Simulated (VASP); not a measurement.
# Mg4Si in VASP: notebook, part 2 of 2

VASP 6.6.1.

**5. Single point, PBE**

File INCAR:

```
PREC = Accurate ; ENCUT = 520
EDIFF = 1E-7 ; ISMEAR = 0
SIGMA = 0.1 ; LREAL = False
LASPH = True ; NELM = 100
ALGO = Normal ; ISIF = 2
LWAVE = False ; LCHARG = False
LDIPOL = True ; IDIPOL = 3
DIPOL = 0.5 0.5 0.391 ; GGA = PE
NBANDS = 14
```

File KPOINTS:

```
regular mesh
0
Gamma
  9 9 1
```

File POSCAR:

```
Mg4Si
1.0
    3.2100692859      0.0000000000      0.0000000000
   -1.6050346429      2.7800015495      0.0000000000
    0.0000000000      0.0000000000     23.2147784313
Mg Si
4 1
Direct
    0.6666666667      0.3333333333      0.1723040352
    0.3333333333      0.6666666667      0.2829644272
    0.6666666667      0.3333333333      0.3920793237
    0.3333333333      0.6666666667      0.5046258988
    0.8333333333      1.0000000000      0.6016714804
```

Potentials or basis: VASP PAW PBE potentials, release 64 (Mg, Si).

Launch:

```bash
$ cat potpaw_PBE.64/Mg/POTCAR potpaw_PBE.64/Si/POTCAR > POTCAR
$ mpirun -np 1 vasp_std > vasp.out
```

OUTCAR:

```text
PREC = Accurate
   ENCUT = 520
   EDIFF = 1E-7
   ISMEAR = 0
   LREAL = False
   LASPH = True
   NELM = 100
   ISIF = 2
   GGA = PE

 ion  position               nearest neighbor table
   1  0.667  0.333  0.172-   2 3.17   2 3.17   2 3.17
   2  0.333  0.667  0.283-   3 3.14   3 3.14   3 3.14   1 3.17   1 3.17   1 3.17
   3  0.667  0.333  0.392-   2 3.14   2 3.14   2 3.14   4 3.20   4 3.20   4 3.20
   4  0.333  0.667  0.505-   5 2.66   5 2.97   3 3.20   3 3.20   3 3.20   5 3.24
   5  0.833  0.000  0.602-   4 2.66   4 2.97   4 3.24

  LATTYP: Found a hexagonal cell.
 ALAT       =     3.2100692859
 C/A-ratio  =     7.2318621075

  Lattice vectors:

 A1 = (   3.2100692859,   0.0000000000,   0.0000000000)
 A2 = (  -1.6050346429,   2.7800015495,   0.0000000000)
 A3 = (   0.0000000000,   0.0000000000,  23.2147784313)

Analysis of symmetry for initial positions (statically):
=====================================================================
 Subroutine PRICEL returns:
 Original cell was already a primitive cell.

 Routine SETGRP: Setting up the symmetry group for a
 hexagonal supercell.

 Subroutine GETGRP returns: Found  1 space group operations
[... 581 lines left out ...]
      7       0.4492      0.00000
      8       1.1556      0.00000
      9       1.3609      0.00000
     10       1.7529      0.00000
     11       2.5947      0.00000
     12       3.2939      0.00000
     13       4.0811      0.00000
     14       4.6433      0.00000

 [... further k-points ...]

------------------------ aborting loop because EDIFF is reached ----------------------------------------

 vacuum level on the upper side and lower side of the slab       (xc-potential included)         0.495        -0.786

  FORCE on cell =-STRESS in cart. coord.  units (eV):
  Direction    XX          YY          ZZ          XY          YZ          ZX
  --------------------------------------------------------------------------------------
  -------------------------------------------------------------------------------------
  Total       -2.7277039     -2.7944268      0.1191824      0.1144707      0.5097665      0.5997779
  in kB      -21.0952081    -21.6112221      0.9217193      0.8852807      3.9423750      4.6384944
  external PRESSURE =     -13.9282370 kB  Pullay stress =       0.0000000 kB

 VOLUME and BASIS-vectors are now :
 -----------------------------------------------------------------------------
  energy-cutoff  :      520.00
  volume of cell :      207.17
      direct lattice vectors                 reciprocal lattice vectors
     3.210069286  0.000000000  0.000000000     0.311519756  0.179856015  0.000000000
    -1.605034643  2.780001550  0.000000000     0.000000000  0.359712030  0.000000000
     0.000000000  0.000000000 23.214778431     0.000000000  0.000000000  0.043076009

 POSITION                                       TOTAL-FORCE (eV/Angst)
 -----------------------------------------------------------------------------------
      1.60503      0.92667      4.00000         0.004776     -0.002480     -0.054958
     -0.00000      1.85333      6.56896        -0.002843     -0.003361      0.049980
      1.60503      0.92667      9.10203         0.013049     -0.008663      0.012174
     -0.00000      1.85333     11.71478        -0.306266     -0.185772     -0.000863
      2.67506      0.00000     13.96767         0.291285      0.200275     -0.006334
 -----------------------------------------------------------------------------------
    total drift:                                0.000249      0.000007     -0.000197

  FREE ENERGIE OF THE ION-ELECTRON SYSTEM (eV)
  ---------------------------------------------------
  free  energy   TOTEN  =        -9.8437851778 eV

  energy  without entropy=       -9.8318871803  energy(sigma->0) =       -9.83783618

 vacuum level on the upper side and lower side of the slab         4.574         3.260
```

OSZICAR:

```text
N       E                     dE             d eps       ncg     rms          rms(c)
DAV:   1     0.213523166831E+02    0.21352E+02   -0.35180E+03  1148   0.592E+02
DAV:   2    -0.840584403120E+01   -0.29758E+02   -0.27635E+02  1544   0.787E+01
DAV:   3    -0.101745018624E+02   -0.17687E+01   -0.17071E+01  1546   0.176E+01
[... 15 lines left out ...]
DAV:  19    -0.984377753053E+01   -0.30269E-04   -0.17120E-06  1304   0.486E-03    0.991E-04
DAV:  20    -0.984378350421E+01   -0.59737E-05   -0.43458E-07  1370   0.242E-03    0.568E-04
DAV:  21    -0.984378496065E+01   -0.14564E-05   -0.36563E-07  1326   0.174E-03    0.209E-04
DAV:  22    -0.984378515141E+01   -0.19076E-06   -0.78413E-08  1254   0.106E-03    0.959E-05
DAV:  23    -0.984378517778E+01   -0.26371E-07   -0.17858E-08  1086   0.525E-04
   1 F= -.98437852E+01 E0= -.98378362E+01  d E =-.118980E-01
```

stdout:

```text
POSCAR found type information on POSCAR MgSi
 POSCAR found :  2 types and       5 ions
 scaLAPACK will be used
 LDA part: xc-table for (Slater+PW92), standard interpolation
 POSCAR, INCAR and KPOINTS ok, starting setup
 FFT: planning ... GRIDC
 FFT: planning ... GRID_SOFT
 FFT: planning ... GRID
 WAVECAR not read
 entering main loop
```

It took 74 s on 1 thread of Intel Xeon 6975P-C (Granite Rapids), shared host; peak memory 0.35 GiB.

Results:

```
Free energy            : -9.8438 eV
Largest force          : 0.358 eV/Å
Band gap on the k mesh : zero (bands 6 and 7 overlap by 0.23 eV)
```

Forces on the atoms (eV/Å):
```
Mg   0.005 -0.002 -0.055
Mg  -0.003 -0.003  0.050
Mg   0.013 -0.009  0.012
Mg  -0.306 -0.186 -0.001
Si   0.291  0.200 -0.006
```

Levels at points of the mesh, in eV from the Fermi level:
```
           k point  band 4  band 5  band 6  band 7  band 8  band 9
(0.00, 0.00, 0.00)   -4.39   -2.86   -1.35    0.82    2.69    3.75
```

**6. Overview**

| cell | gap on the mesh (eV) | largest force (eV/Å) |
| --- | --- | --- |
| as given, atomic positions A | none | 0.45 |
| as given, atomic positions B | 0.02 | 0.23 |
| as given, atomic positions C | none | 0.40 |
| as given, atomic positions D | none | 0.36 |

Alike in all rows: task single point; level PBE; potentials or basis VASP PAW PBE potentials, release 64 (Mg, Si); no spin polarisation; k mesh 9 × 9 × 1; cutoff (eV) 520; smearing gaussian 0.1 eV.

Caveats: semilocal functionals underestimate gaps, and a narrow one can read as zero (at least some runs).

Total energies depend on the potentials used, so only differences within one code and one set of settings carry meaning.
